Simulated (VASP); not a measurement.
# AlCo (Pm-3m) in VASP: a series of runs, part 2 of 2

VASP 6.6.1.

**4. Single point, revPBE, collinear spin, ferromagnetic start**

The input, INCAR:

```
PREC     = Accurate       # precision mode
ENCUT    = 520            # plane-wave cutoff, eV
EDIFF    = 1E-6           # SCF threshold, eV
ISMEAR   = 0              # smearing method
SIGMA    = 0.1            # smearing width, eV
LREAL    = F              # projectors in reciprocal space
LASPH    = T              # aspherical terms in the spheres
NELM     = 150            # most SCF steps
ALGO     = Normal         # electronic algorithm
ISIF     = 2              # what is computed and relaxed
LWAVE    = F              # write WAVECAR
LCHARG   = F              # write CHGCAR
ISPIN    = 2              # spin polarisation
MAGMOM   = 0 1.8          # initial moments
LORBIT   = 11             # projections on sites
LMAXMIX  = 4              # l up to which the mixer works
GGA      = RE             # functional
NBANDS   = 17             # bands
```

The input, KPOINTS:

```
Automatic mesh
0
Gamma
  10 10 10
```

The input, POSCAR:

```
AlCo
1.0
    2.8194032100      0.0000000000      0.0000000000
    0.0000000000      2.8194032100      0.0000000000
    0.0000000000      0.0000000000      2.8194032100
Al Co
1 1
Direct
    0.0000000000      0.0000000000      0.0000000000
    0.4999999982      0.4999999982      0.4999999982
```

Potentials or basis: VASP PAW PBE potentials, release 64 (Al, Co).

Started as:

```bash
cat potpaw_PBE.64/Al/POTCAR potpaw_PBE.64/Co/POTCAR > POTCAR
mpirun -np 1 vasp_std > vasp.out
```

OUTCAR:

```text
PREC = Accurate
   ENCUT = 520
   EDIFF = 1E-6
   ISMEAR = 0
   LREAL = F
   LASPH = T
   NELM = 150
   ISIF = 2
   ISPIN = 2
   LORBIT = 11
   GGA = RE

 ion  position               nearest neighbor table
   1  0.000  0.000  0.000-   2 2.44   2 2.44   2 2.44   2 2.44   2 2.44   2 2.44   2 2.44   2 2.44

   2  0.500  0.500  0.500-   1 2.44   1 2.44   1 2.44   1 2.44   1 2.44   1 2.44   1 2.44   1 2.44

  LATTYP: Found a simple cubic cell.
 ALAT       =     2.8194032100

  Lattice vectors:

 A1 = (   2.8194032100,   0.0000000000,   0.0000000000)
 A2 = (   0.0000000000,   2.8194032100,   0.0000000000)
 A3 = (   0.0000000000,   0.0000000000,   2.8194032100)

Analysis of symmetry for initial positions (statically):
=====================================================================
 Subroutine PRICEL returns:
 Original cell was already a primitive cell.

 Routine SETGRP: Setting up the symmetry group for a
 simple cubic supercell.

 Subroutine GETGRP returns: Found 48 space group operations
[... 674 lines left out ...]

 k-point     1 :       0.0000    0.0000    0.0000
  band No.  band energies     occupation
      1      -0.1924      1.00000
      2       7.9894      1.00000
      3       7.9894      1.00000
      4      10.2061      1.00000
      5      10.2061      1.00000
      6      10.2061      1.00000
[... 459 lines left out ...]
      6      10.0904      1.00000
[... 9 lines left out ...]
     16      32.5286      0.00000
     17      33.5758      0.00000

 [... further k-points ...]
[... 5 lines left out ...]
  --------------------------------------------------------------------------------------
  -------------------------------------------------------------------------------------
  Total        1.3392501      1.3392501      1.3392501     -0.0000000     -0.0000000      0.0000000
  in kB       95.7416060     95.7416060     95.7416060     -0.0000000     -0.0000000      0.0000000
  external PRESSURE =      95.7416060 kB  Pullay stress =       0.0000000 kB

 VOLUME and BASIS-vectors are now :
 -----------------------------------------------------------------------------
  energy-cutoff  :      520.00
  volume of cell :       22.41
      direct lattice vectors                 reciprocal lattice vectors
     2.819403210  0.000000000  0.000000000     0.354684990  0.000000000  0.000000000
     0.000000000  2.819403210  0.000000000     0.000000000  0.354684990  0.000000000
     0.000000000  0.000000000  2.819403210     0.000000000  0.000000000  0.354684990

 POSITION                                       TOTAL-FORCE (eV/Angst)
 -----------------------------------------------------------------------------------
      0.00000      0.00000      0.00000         0.000000      0.000000      0.000000
      1.40970      1.40970      1.40970         0.000000      0.000000      0.000000
 -----------------------------------------------------------------------------------
    total drift:                                0.000000      0.000000      0.000000

  FREE ENERGIE OF THE ION-ELECTRON SYSTEM (eV)
  ---------------------------------------------------
  free  energy   TOTEN  =       -11.3130103616 eV

  energy  without entropy=      -11.3102374467  energy(sigma->0) =      -11.31162390

 total charge

# of ion       s       p       d       tot
------------------------------------------
    1        0.401   0.444   0.000   0.844
    2        0.448   0.538   7.526   8.512
--------------------------------------------------
tot          0.848   0.982   7.526   9.356

 magnetization (x)

# of ion       s       p       d       tot
------------------------------------------
    1       -0.000  -0.000   0.000  -0.000
    2       -0.000  -0.000   0.000   0.000
--------------------------------------------------
tot         -0.000  -0.000   0.000   0.000
```

Run time: 73 s. Hardware: 1 thread of AMD EPYC 7R13, shared host; peak memory 0.14 GiB.

Results:

| Item | Value |
| --- | --- |
| Free energy | -11.3130 eV |
| Pressure | 9.6 GPa |
| Band gap on the k mesh | zero (filled and empty bands overlap) |
| Net moment | 0.00 μB per cell |
| Valence electrons inside the program's atomic spheres | Al 0.84; Co 8.51 |

Caveat: the starting moments collapsed, and a magnetic state may lie lower; the PAW data sets were made with another functional, which shifts forces and pressure a little.

**5. Single point, PBE, collinear spin, ferromagnetic start**

The input, INCAR:

```
SYSTEM = AlCo
PREC = Accurate
ENCUT = 520
EDIFF = 1E-6
ISMEAR = 0
SIGMA = 0.1
LREAL = .False.
LASPH = .True.
NELM = 150
ALGO = Normal
ISIF = 2
LWAVE = .False.
LCHARG = .False.
ISPIN = 2
MAGMOM = 0 1.8
LORBIT = 11
LMAXMIX = 4
GGA = PE
NBANDS = 17
```

The input, KPOINTS:

```
regular mesh
0
Gamma
  10 10 10
  0 0 0
```

POSCAR is that of step 4.

Started as:

```bash
cat potpaw_PBE.64/Al/POTCAR potpaw_PBE.64/Co/POTCAR > POTCAR
mpirun -np 1 vasp_std > vasp.out
```

Wall time 77 s (1 thread of AMD EPYC 7R13, shared host); peak memory 0.14 GiB.

The run converged. Its results:

```yaml
Free_energy: -11.9768 eV
Pressure: 6.6 GPa
Band_gap_on_the_k_mesh: zero (filled and empty bands overlap)
Net_moment: 0.00 μB per cell
Valence_electrons_inside_the_program's_atomic_spheres: Al 0.84; Co 8.51
```

Levels at points of the mesh, in eV from the Fermi level:
Spin up:
```tsv
k point	band 2	band 3	band 4	band 5	band 6	band 7	band 8	band 9	band 10	band 11
(0.00, 0.00, 0.00)	-3.11	-3.11	-0.88	-0.88	-0.88	6.14	6.14	6.14	8.87	8.87
(0.50, 0.00, 0.00)	-6.79	-2.49	-1.79	-1.79	-0.77	0.19	8.45	10.80	10.80	12.00
(0.50, 0.50, 0.00)	-3.18	-2.74	-2.74	-1.58	-1.58	-0.25	2.53	3.64	13.13	16.13
(0.50, 0.50, 0.50)	-4.09	-4.09	-0.21	-0.21	2.39	2.39	2.39	4.42	5.50	5.50
```
Spin down:
```
           k point  band 4  band 5  band 6  band 7  band 8  band 9
(0.00, 0.00, 0.00)   -0.88   -0.88   -0.88    6.14    6.14    6.14
(0.50, 0.00, 0.00)   -1.79   -1.79   -0.77    0.19    8.45   10.80
(0.50, 0.50, 0.00)   -2.74   -1.58   -1.58   -0.25    2.53    3.64
(0.50, 0.50, 0.50)   -0.21   -0.21    2.39    2.39    2.39    4.42
```

Caveat: the starting moments collapsed, and a magnetic state may lie lower.
